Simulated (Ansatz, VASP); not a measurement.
## KCl: VASP beside Ansatz

```xyz
2
Lattice="0.0000 3.0299 2.9036 3.0299 0.0000 2.9036 3.0299 3.0299 0.0000" Properties=species:S:1:pos:R:3 pbc="T T T"
K     0.0000    0.0000    0.0000
Cl    3.0299    3.0299    2.9036
```

Change from the starting cell: strain -0.040 along x and y, -0.080 along z, atoms carried along.

Alike in both runs: task single point; functional r2SCAN; k mesh 6 × 6 × 6; occupations gaussian, width 0.05 eV; no spin polarisation.

```csv
,VASP,Ansatz
version,VASP 6.6.1,Ansatz 0.2.0
potentials or method,"VASP PAW PBE potentials, release 64 (K_sv, Cl), cutoff 550 eV","scalar-relativistic, plane waves, PAW"
valence electrons in the cell,16,16
```

VASP gave:

| Quantity | Value |
| --- | --- |
| gap on the k mesh at the Fermi level (eV) | 6.37 |
| least direct gap on the mesh (eV) | 6.37 |
| pressure (GPa) | 4.6 |
| traceless stress, the component that is largest in VASP (GPa) | 2.63 |

**Question.** Estimate Ansatz's values.

**Answer.** gap on the k mesh at the Fermi level (eV): 6.36; least direct gap on the mesh (eV): 6.36; pressure (GPa): 4.6; traceless stress, the component that is largest in VASP (GPa): 2.60.

VASP's potentials were made for PBE, not for r2SCAN.
